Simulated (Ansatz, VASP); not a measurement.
## GaSb in VASP and in Ansatz

The input INCAR:

```
ALGO = Normal ; EDIFF = 1E-6
ENCUT = 520 ; GGA = PS
ISIF = 2 ; ISMEAR = 0
LASPH = True ; LCHARG = False
LREAL = False ; LWAVE = False
NBANDS = 16 ; NELM = 80
PREC = Accurate ; SIGMA = 0.15
```

The input KPOINTS:

```
k-points
0
Gamma
  16 16 16
```

POSCAR

```
GaSb
1.0
    0.0000000000      2.7253963743      3.8537104733
    2.7253963743      0.0000000000      3.8537104733
    2.7253963743      2.7253963743      0.0000000000
Ga Sb
1 1
Direct
    0.0000000000      0.0000000000      0.0000000000
    0.7500000000      0.7500000000      0.7500000000
```

Input for Ansatz:

```yaml
crystal:
  lattice:
    - [0.0, 2.7253963743, 3.8537104733]
    - [2.7253963743, 0.0, 3.8537104733]
    - [2.7253963743, 2.7253963743, 0.0]
  atoms:
    - { symbol: Ga, position: [0.0, 0.0, 0.0] }
    - { symbol: Sb, position: [0.75, 0.75, 0.75] }
basis:
  ecutwfc: 420
kpoints:
  mp_grid: { grid: [16, 16, 16] }
hamiltonian:
  xc: pbesol
scf:
  occupations: { method: gaussian, width: 0.15 }
output:
  forces: true
  stress: true
  eigenvalues: true
```

Alike in both runs: task single point; functional PBEsol; k mesh 16 × 16 × 16; occupations gaussian, width 0.15 eV; no spin polarisation.

|  | VASP | Ansatz |
| --- | --- | --- |
| version | VASP 6.6.1 | Ansatz 0.2.0 |
| potentials or method | VASP PAW PBE potentials, release 64 (Ga_d, Sb), cutoff 520 eV | scalar-relativistic, plane waves, PAW |
| valence electrons in the cell | 18 | 28 |

```tsv
	VASP	Ansatz	Ansatz less VASP
gap on the k mesh at the Fermi level (eV)	none	none	-
pressure (GPa)	-0.3	-0.4	-0.09
traceless stress, the component that is largest in VASP (GPa)	-7.42	-7.46	-0.044
```

VASP's potentials were made for PBE, not for PBEsol. A gap of «none» marks a metal or a gap that the smearing closes. The functional is the same, so the differences come from potentials, cutoffs and numerics. VASP's potentials hold 18 valence electrons a cell and Ansatz's 28, so a difference there can come from the potentials and not from the codes.

Neither program's run includes spin-orbit coupling.
